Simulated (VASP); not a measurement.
# BN (P1) in VASP: single point with PBE

Aim: the single point of BN with PBE.

All numbers are computed with VASP 6.6.1; they aren't measurements. Logs are shortened: lines on timing, memory, paths and dates and some standing lists are left out, and cuts for length are marked.

### 1 The cell of the first run

The typed cell holds 4 atoms: a = 2.554 Å, b = 2.554 Å, c = 4.227 Å, α = 90.00°, β = 90.00°, γ = 120.00°.

### 2 Single point, PBE (one atom moved)

The input, INCAR:

```
SYSTEM = BN
PREC = Accurate ; ENCUT = 520
EDIFF = 1E-6 ; ISMEAR = 0
SIGMA = 0.02 ; LREAL = .False.
LASPH = .True. ; NELM = 80
ALGO = Normal ; ISIF = 2
LWAVE = .False. ; LCHARG = .False.
GGA = PE ; NBANDS = 16
```

The input, KPOINTS:

```
regular mesh
0
Gamma
  12 12 6
  0 0 0
```

The input, POSCAR:

```
BN
1.0
    2.5539396017      0.0000000000      0.0000000000
   -1.2769698009      2.2117765748      0.0000000000
    0.0000000000      0.0000000000      4.2268550000
B N
2 2
Direct
    0.6666666700      0.3333333300      0.9997240000
    0.3333333300      0.6666666700      0.4997240000
    0.6666666700      0.3333333300      0.6252760000
    0.2524710771      0.6121177606      0.0477644696
```

Potentials or basis: VASP PAW PBE potentials, release 64 (B, N).

Command:

```bash
> cat potpaw_PBE.64/B/POTCAR potpaw_PBE.64/N/POTCAR > POTCAR
> mpirun -np 1 vasp_std > vasp.out
```

OUTCAR:

```text
SYSTEM = BN
   PREC = Accurate
   ENCUT = 520
   EDIFF = 1E-6
   ISMEAR = 0
   LREAL = .False.
   LASPH = .True.
   NELM = 80
   ISIF = 2
   GGA = PE

 ion  position               nearest neighbor table
   1  0.667  0.333  1.000-   4 1.31   4 1.56   3 1.58   4 1.61
   2  0.333  0.667  0.500-   3 1.57   3 1.57   3 1.57   4 1.92
   3  0.667  0.333  0.625-   2 1.57   2 1.57   2 1.57   1 1.58
   4  0.252  0.612  0.048-   1 1.31   1 1.56   1 1.61   2 1.92

  LATTYP: Found a hexagonal cell.
 ALAT       =     2.5539396017
 C/A-ratio  =     1.6550332659

  Lattice vectors:

 A1 = (   2.5539396017,   0.0000000000,   0.0000000000)
 A2 = (  -1.2769698009,   2.2117765748,   0.0000000000)
 A3 = (   0.0000000000,   0.0000000000,   4.2268550000)

Analysis of symmetry for initial positions (statically):
=====================================================================
 Subroutine PRICEL returns:
 Original cell was already a primitive cell.

 Routine SETGRP: Setting up the symmetry group for a
 hexagonal supercell.

 Subroutine GETGRP returns: Found  1 space group operations
 (whereof  1 operations were pure point group operations)
 out of a pool of 24 trial point group operations.

The static configuration has the point symmetry C_1 .

Analysis of symmetry for dynamics (positions and initial velocities):
=====================================================================
 Subroutine PRICEL returns:
 Original cell was already a primitive cell.

 Routine SETGRP: Setting up the symmetry group for a
 hexagonal supercell.

 Subroutine GETGRP returns: Found  1 space group operations
 (whereof  1 operations were pure point group operations)
 out of a pool of 24 trial point group operations.

The dynamic configuration has the point symmetry C_1 .

 Subroutine INISYM returns: Found  1 space group operations
 (whereof  1 operations are pure point group operations),
 and found     1 'primitive' translations

----------------------------------------------------------------------------------------

                                     Primitive cell

  volume of cell :      23.8764

  direct lattice vectors                    reciprocal lattice vectors
     2.553939602  0.000000000  0.000000000     0.391551938  0.226062617  0.000000000
    -1.276969801  2.211776575  0.000000000     0.000000000  0.452125233  0.000000000
     0.000000000  0.000000000  4.226855000     0.000000000  0.000000000  0.236582518

  length of vectors
     2.553939602  2.553939602  4.226855000     0.452125233  0.452125233  0.236582518

  position of ions in fractional coordinates (direct lattice)
     0.666666670  0.333333330  0.999724000
     0.333333330  0.666666670  0.499724000
     0.666666670  0.333333330  0.625276000
     0.252471077  0.612117761  0.047764470

  ion indices of the primitive-cell ions
   primitive index   ion index
                 1           1
                 2           2
                 3           3
                 4           4

----------------------------------------------------------------------------------------

 KPOINTS: regular mesh

Automatic generation of k-mesh.
 Grid dimensions read from file:
 generate k-points for:   12   12    6

 Generating k-lattice:

  Cartesian coordinates                     Fractional coordinates (reciprocal lattice)
     0.032629328  0.018838551  0.000000000     0.083333333  0.000000000  0.000000000
     0.000000000  0.037677103  0.000000000     0.000000000  0.083333333  0.000000000
     0.000000000  0.000000000  0.039430420     0.000000000  0.000000000  0.166666667

  Length of vectors
     0.037677103  0.037677103  0.039430420

  Shift w.r.t. Gamma in fractional coordinates (k-lattice)
     0.000000000  0.000000000  0.000000000

 Subroutine IBZKPT returns following result:
 ===========================================

 Found    436 irreducible k-points:

 Following reciprocal coordinates:
            Coordinates               Weight
  0.000000  0.000000  0.000000      1.000000
  0.083333  0.000000  0.000000      2.000000
  0.000000  0.083333  0.000000      2.000000
 -0.083333  0.083333  0.000000      2.000000
  0.166667  0.000000  0.000000      2.000000
  0.000000  0.166667  0.000000      2.000000
[... 16 lines left out ...]
  0.166667  0.083333  0.000000      2.000000
 -0.083333  0.250000  0.000000      2.000000
 [... further k-points ...]
   k-points           NKPTS =    436   k-points in BZ     NKDIM =    436   number of bands    NBANDS=     16
   number of dos      NEDOS =    301   number of ions     NIONS =      4
   total plane-waves  NPLWV =  12800
   dimension x,y,z NGX =    20 NGY =   20 NGZ =   32
   dimension x,y,z NGXF=    40 NGYF=   40 NGZF=   64
   ions per type =               2   2
   NGX,Y,Z   is equivalent  to a cutoff of  13.02, 13.02, 12.59 a.u.
   NGXF,Y,Z  is equivalent  to a cutoff of  26.04, 26.04, 25.17 a.u.
 SYSTEM =  BN
   PREC   = accura    normal or accurate (medium, high low for compatibility)
   ISTART =      0    job   : 0-new  1-cont  2-samecut
   ICHARG =      2    charge: 1-file 2-atom 10-const
   ISPIN  =      1    spin polarized calculation?
   LNONCOLLINEAR =      F non collinear calculations
   LSORBIT =      F    spin-orbit coupling
   LASPH  =      T    aspherical Exc in radial PAW
   ENCUT  =  520.0 eV  38.22 Ry    6.18 a.u.   4.75  4.75  7.86*2*pi/ulx,y,z
   NELM   =     80;   NELMIN=  2; NELMDL= -5     # of ELM steps
   EDIFF  = 0.1E-05   stopping-criterion for ELM
   LREAL  =      F    real-space projection
   EDIFFG = 0.1E-04   stopping-criterion for IOM
   NSW    =      0    number of steps for IOM
   IBRION =     -1    ionic relax: 0-MD 1-quasi-New 2-CG
   NFREE  =      0    steps in history (QN), initial steepest desc. (CG)
   ISIF   =      2    stress and relaxation
   ISYM   =      2    0-nonsym 1-usesym 2-fastsym
   POTIM  = 0.5000    time-step for ionic-motion
   TEBEG  =    0.0;   TEEND  =   0.0 temperature during run
   PSTRESS=    0.0 pullay stress
   NELECT =      16.0000    total number of electrons
   NUPDOWN=      -1.0000    fix difference up-down
   EMIN   =  10.00;   EMAX   =-10.00  energy-range for DOS
   EFERMI =   0.00;   METHOD = LEGACY
   ISMEAR =     0;   SIGMA  =   0.02  broadening in eV -4-tet -1-fermi 0-gaus
   EFERMI_NEDOS =   21; number of points for ismear=-14 and -15
   IALGO  =     38    algorithm
   IMIX   =      4    mixing-type and parameters
     AMIX     =   0.40;   BMIX     =  1.00
     AMIX_MAG =   1.60;   BMIX_MAG =  1.00
  volume/ion in A,a.u.               =       5.97        40.28
  Fermi-wavevector in a.u.,A,eV,Ry     =   1.432600  2.707222 27.923836  2.052344
  Thomas-Fermi vector in A             =   2.552210
   LORBIT       =      0    0 simple, 1 ext, 2 COOP (PROOUT), +10 PAW based schemes
   GGA     = PE    functional components
   LHFCALC =     F    Hartree Fock is set to
   AEXX    =    0.0000 exact exchange contribution
   IVDW    =     0    specifies the selected vdW correction
   LEPSILON=     F    determine dielectric tensor
   LRPA    =     F    only Hartree local field effects (RPA)
 non-spin polarized calculation
 Gauss-broadening in eV      SIGMA  =   0.02
  energy-cutoff  :      520.00
  volume of cell :       23.88
 maximum number of plane-waves:       660
   NGX =  9   NGY =  9   NGZ = 15

 number of electron      15.9999999 magnetization

 Free energy of the ion-electron system (eV)
  ---------------------------------------------------
  ext. energy  EPLUGINS =         0.00000000
  ---------------------------------------------------
  free energy    TOTEN  =       -32.50363455 eV

  energy without entropy =      -32.50363455  energy(sigma->0) =      -32.50363455

 E-fermi :   8.7280     XC(G=0): -12.7504

 val. band max:        8.5577651477   @ k =   0.0000   0.0000   0.0000
 cond. band min:      12.1404708833   @ k =   0.0000  -0.4167   0.3333
 fundamental gap:      3.5827057356
 Fermi energy:         8.7279805313

 k-point     1 :       0.0000    0.0000    0.0000
  band No.  band energies     occupation
      1     -13.1359      2.00000
      2      -8.6193      2.00000
      3      -3.1168      2.00000
      4       3.1509      2.00000
      5       5.8010      2.00000
      6       6.7735      2.00000
[... 8 lines left out ...]
     15      21.5760      0.00000
     16      24.0041      0.00000

 k-point     2 :       0.0833    0.0000    0.0000
  band No.  band energies     occupation
      1     -12.9897      2.00000
      2      -8.5189      2.00000
      3      -2.9534      2.00000
      4       2.6786      2.00000
      5       5.4021      2.00000
      6       6.1953      2.00000
[... 8 lines left out ...]
     15      21.3819      0.00000
     16      24.0097      0.00000

 k-point     3 :       0.0000    0.0833    0.0000
  band No.  band energies     occupation
      1     -12.9886      2.00000
      2      -8.5088      2.00000
      3      -2.9620      2.00000
      4       2.8878      2.00000
      5       5.0754      2.00000
      6       6.4936      2.00000
[... 8 lines left out ...]
     15      21.8331      0.00000
     16      23.9979      0.00000

 k-point     4 :      -0.0833    0.0833    0.0000
  band No.  band energies     occupation
      1     -12.9890      2.00000
      2      -8.5115      2.00000
      3      -2.9600      2.00000
      4       2.8149      2.00000
      5       5.1906      2.00000
      6       6.4312      2.00000
[... 8 lines left out ...]
     15      21.7944      0.00000
     16      24.0094      0.00000
[... 324 lines left out ...]
 k-point    22 :      -0.1667    0.0833    0.0000
  band No.  band energies     occupation
      1     -12.6993      2.00000
      2      -8.3217      2.00000
      3      -2.6346      2.00000
      4       1.9395      2.00000
      5       4.5396      2.00000
      6       5.4867      2.00000
[... 8 lines left out ...]
     15      21.3993      0.00000
     16      24.2327      0.00000

 k-point    23 :       0.1667    0.0833    0.0000
  band No.  band energies     occupation
      1     -12.1278      2.00000
      2      -7.9685      2.00000
      3      -2.0073      2.00000
      4       0.7199      2.00000
      5       3.2345      2.00000
      6       4.2256      2.00000
[... 8 lines left out ...]
     15      21.5299      0.00000
     16      24.4826      0.00000

 k-point    24 :      -0.0833    0.2500    0.0000
  band No.  band energies     occupation
      1     -12.1243      2.00000
      2      -7.8895      2.00000
      3      -2.0756      2.00000
      4       1.4373      2.00000
      5       2.4005      2.00000
      6       4.6470      2.00000
[... 8 lines left out ...]
     15      23.3885      0.00000
     16      24.8479      0.00000

 [... further k-points ...]
[... 5 lines left out ...]
  --------------------------------------------------------------------------------------
  -------------------------------------------------------------------------------------
  Total        5.6388375      1.4284759      4.4120928      2.8531303      0.4823661      0.9291141
  in kB      378.3824049     95.8548871    296.0642648    191.4533474     32.3681693     62.3462586
  external PRESSURE =     256.7671856 kB  Pullay stress =       0.0000000 kB

 VOLUME and BASIS-vectors are now :
 -----------------------------------------------------------------------------
  energy-cutoff  :      520.00
  volume of cell :       23.88
      direct lattice vectors                 reciprocal lattice vectors
     2.553939602  0.000000000  0.000000000     0.391551938  0.226062617  0.000000000
    -1.276969801  2.211776575  0.000000000     0.000000000  0.452125233  0.000000000
     0.000000000  0.000000000  4.226855000     0.000000000  0.000000000  0.236582518

 POSITION                                       TOTAL-FORCE (eV/Angst)
 -----------------------------------------------------------------------------------
      1.27697      0.73726      4.22569        -6.948471     -4.560615     -4.082087
     -0.00000      1.47452      2.11226        -0.427217     -0.355268      0.065182
      1.27697      0.73726      2.64295        -0.336370     -0.245815     -5.094145
     -0.13686      1.35387      0.20189         7.712059      5.161698      9.111050
 -----------------------------------------------------------------------------------
    total drift:                                0.000132      0.000208      0.000176

  FREE ENERGIE OF THE ION-ELECTRON SYSTEM (eV)
  ---------------------------------------------------
  free  energy   TOTEN  =       -32.5036345525 eV

  energy  without entropy=      -32.5036345525  energy(sigma->0) =      -32.50363455
```

It took 71 s on 1 thread of Intel Xeon 6975P-C, shared host; peak memory 0.25 GiB.

What came out:

* Free energy: -32.5036 eV
* Pressure: 25.7 GPa
* Largest force: 13.005 eV/Å
* Band gap on the k mesh: 3.58 eV, indirect (least direct gap 5.15 eV)

Forces on the atoms (eV/Å):
```
B   -6.948 -4.561 -4.082
B   -0.427 -0.355  0.065
N   -0.336 -0.246 -5.094
N    7.712  5.162  9.111
```

Stress tensor (GPa, compression positive):
```
37.84 19.15  6.23
19.15  9.59  3.24
 6.23  3.24 29.61
```

Caveat: the cell differs from its parent crystal (one atom moved); forces of over 1 eV/Å act on the atoms, so gaps and moduli don't describe the material at rest.
